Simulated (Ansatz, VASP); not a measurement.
## In: VASP beside Ansatz

Contents of INCAR:

```
SYSTEM = In
  ALGO = Normal
  EDIFF = 1E-7
  ENCUT = 520
  GGA = PS
  ISIF = 2
  ISMEAR = -1
  LASPH = .TRUE.
  LCHARG = .TRUE.
  LELF = .TRUE.
  LREAL = .FALSE.
  LVHAR = .TRUE.
  LWAVE = .FALSE.
  NBANDS = 12
  NELM = 60
  PREC = Accurate
  SIGMA = 0.05
```

File KPOINTS:

```
k-points
0
G
  14 14 14
  0 0 0
```

File POSCAR:

```
In
1.0
    2.4679759460      0.0000000000      0.0000000000
    0.0000000000      2.4679759460      0.0000000000
    0.0000000000      0.0000000000      2.4679759460
In
1
Direct
    0.0000000000      0.0000000000      0.0000000000
```

Input for Ansatz:

```yaml
crystal:
  lattice:
    - [2.467975946, 0.0, 0.0]
    - [0.0, 2.467975946, 0.0]
    - [0.0, 0.0, 2.467975946]
  atoms:
    - { symbol: In, position: [0.0, 0.0, 0.0] }
kpoints:
  mp_grid: { grid: [14, 14, 14] }
scf:
  occupations: { method: fermi_dirac, width: 0.05 }
hamiltonian:
  xc: pbesol
  pseudopotentials: { kind: all_electron, lapw: { basis_error: 0.001 } }
output:
  forces: true
  stress: true
  eigenvalues: true
  populations: true
```

Change from the starting cell: volume scaled by 0.55, LAPW.

Alike in both runs: task single point; functional PBEsol; k mesh 14 × 14 × 14; occupations fermi-dirac, width 0.05 eV; no spin polarisation.

|  | VASP | Ansatz |
| --- | --- | --- |
| version | VASP 6.6.1 | Ansatz 0.2.0 |
| potentials or method | VASP PAW PBE potentials, release 64 (In_d), cutoff 520 eV | all-electron LAPW, scalar-relativistic |

```csv
,VASP,Ansatz,Ansatz less VASP
pressure (GPa),114.0,113.4,-0.54
```

VASP's potentials were made for PBE, not for PBEsol. Both programs put the cell under a high pressure, so it lies far from rest at this level. Ansatz ran all-electron here, and VASP with PAW potentials.

Noted on VASP's run: the cell as given lies far from equilibrium.
